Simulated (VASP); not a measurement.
Wanted: the native input for a VASP 6.6.1 run.

| Property | Result |
| --- | --- |
| Task | single point |
| Functional | PBE |
| Potentials or basis | VASP PAW PBE potentials, release 64 (Nb_sv, Ge_d, Sb, Te) |
| Cutoff | 410 eV |
| k mesh | 1 × 1 × 1 |
| Occupations | gaussian, width 0.05 eV |
| Spin | collinear spin |
| Dipole correction | no |
| Further INCAR settings | LREAL = Auto; ALGO = Normal; EDIFF = 1e-06; NBANDS = 230 |

The structure of NbGe7Sb16Te32 (a cell with a defect) lies in POSCAR:

```
NbGe7Sb16Te32
1.0
   12.2383000000      0.0000000000      0.0000000000
    0.0000000000     12.2383000000      0.0000000000
   -6.1191500000     -6.1191500000     12.1028300000
Nb Ge Sb Te
1 7 16 32
Direct
   -0.0078224928     -0.0443648357     -0.0131472034
    0.0012098376     -0.0599896973      0.4805380596
    0.5279200550      0.0320216479      0.4271611691
    0.4923991654      0.0304983316     -0.0044529604
    0.0167546000      0.4173068293      0.5183571779
   -0.0052789657      0.4654578994      0.0195189220
    0.4843130159      0.5791804291      0.0442609360
    0.5018195227      0.5004870709      0.5200027918
    0.3493067221      0.3026933839      0.5842796047
    0.2366350161      0.2946892362      0.0177542754
    0.7063818910      0.2958531999      0.0286710828
    0.8094301473      0.2070684301      0.4757157550
    0.1571781729      0.7914412472     -0.0440781194
    0.3538496825      0.7752964352      0.5843134662
    0.7475569294      0.7719511394      0.5128707404
    0.7265845619      0.7367108599      0.0149810482
    0.4457891801      0.1716873981      0.2660818292
    0.3422974152      0.1323956157      0.6989828041
    0.8312048305      0.1234119806      0.7722521772
    0.9129332575      0.1251431093      0.2362535896
    0.3883493294      0.6509269514      0.7783660534
    0.3349507915      0.6768251267      0.2580005339
    0.8292607246      0.6320620938      0.2358415597
    0.8434225737      0.5340685410      0.7154380273
   -0.0089755040      0.2004899508     -0.0014294377
    0.0406766043      0.1760020358      0.4673730638
    0.5920035208      0.3474109496      0.6152768570
    0.4454393276      0.2324987835     -0.0476205238
   -0.0316565095      0.7069585011      0.4634538258
   -0.0494780601      0.6949691523     -0.0345423496
    0.5101508318      0.7981137539      0.0459901725
    0.5264262966      0.8719021006      0.5210410119
    0.1228428217      0.0465991146      0.2121185237
    0.1291853949      0.0796947599      0.7168581617
    0.6272809768      0.0951093999      0.8166779160
    0.6452962907      0.2116894520      0.2277529620
    0.0621974759      0.6338089496      0.7180560952
    0.1208793694      0.5550630549      0.2489051905
    0.6040280253      0.6131523995      0.2597421458
    0.5860741315      0.6997535285      0.7273320179
    0.2378106901      0.4968386682      0.5332409652
    0.2548865807      0.5401748171      1.0232592510
    0.7429693270      0.4490393946      0.9407097113
    0.7007214099      0.5266167735      0.4864644952
    0.2818903399      1.0476541763      1.0323165806
    0.2275897721      0.9238235187      0.4760686831
    0.7222439358      0.9535723214      0.3857656340
    0.7658697283      0.9518292281      0.9795489262
    0.4096671688      0.4217621171      0.8155670034
    0.3102201363      0.3722680849      0.2495508374
    0.9306830979      0.3929761926      0.3067601430
    0.9624810038      0.3221296157      0.7168870666
    0.3557702360      0.8805510697      0.2104274849
    0.2841264073      0.8660240293      0.7578957091
    0.9339493979      0.9055718001      0.7682689335
    0.9318149315      0.8417590015      0.2302650183
```

The input as run:

INCAR

```
ALGO = Normal
EDIFF = 1E-6
ENCUT = 410
GGA = PE
GGA_COMPAT = F
ISIF = 2
ISMEAR = 0
ISPIN = 2
LASPH = T
LCHARG = F
LMAXMIX = 4
LORBIT = 11
LREAL = Auto
LWAVE = F
MAGMOM = 0.42 0 0 0 0.01 0 0 0 0.01 0 0 0 -0.01 0.01 0 0.01 0.01 0.01 0.03 0.01 0 0 0 0.02 -0.01 0.01 0 0 0 -0.01 0.01 0 -0.01 0.01 0 0 0.01 0 0.01 0 0.01 0 0.01 0 0 0 0 -0.01 0.01 0 0 0.01 0.01 0.01 -0.01 0
NBANDS = 230
NELM = 200
PREC = Accurate
SIGMA = 0.05
```

KPOINTS

```
k-points
0
Gamma
  1 1 1
```

Potentials or basis: VASP PAW PBE potentials, release 64 (Nb_sv, Ge_d, Sb, Te).

Run with:

```bash
$ cat potpaw_PBE.64/Nb_sv/POTCAR potpaw_PBE.64/Ge_d/POTCAR potpaw_PBE.64/Sb/POTCAR potpaw_PBE.64/Te/POTCAR > POTCAR
$ mpirun -np 1 vasp_gam > vasp.out
```

It gave:

| Property | Result |
| --- | --- |
| Pressure | 2.1 GPa |
| Largest force | 0.101 eV/Å |
| Net moment | 1.00 μB per cell |
| Site moments | Nb +0.45; Ge -0.00, +0.00, +0.01 (each value once); Sb +0.01, +0.00, -0.00, -0.01, +0.03 (each value once); Te -0.01, +0.01, -0.00, +0.00, -0.02 (each value once) μB |
| Valence electrons inside the program's atomic spheres | Nb 10.60; Ge 12.17, 12.14, 12.11, 12.19, 12.22, 12.18 (each value once); Sb 2.36, 2.33, 2.35, 2.34, 2.40, 2.32 (each value once); Te 3.35, 3.38, 3.36, 3.37, 3.33, 3.32, 3.34 (each value once) |

Caveat: the k points lie up to 0.58 Å⁻¹ apart.

Run time: 51 min on 1 thread of Intel Xeon 8259CL, with other jobs on the host, peak memory 1.8 GiB.
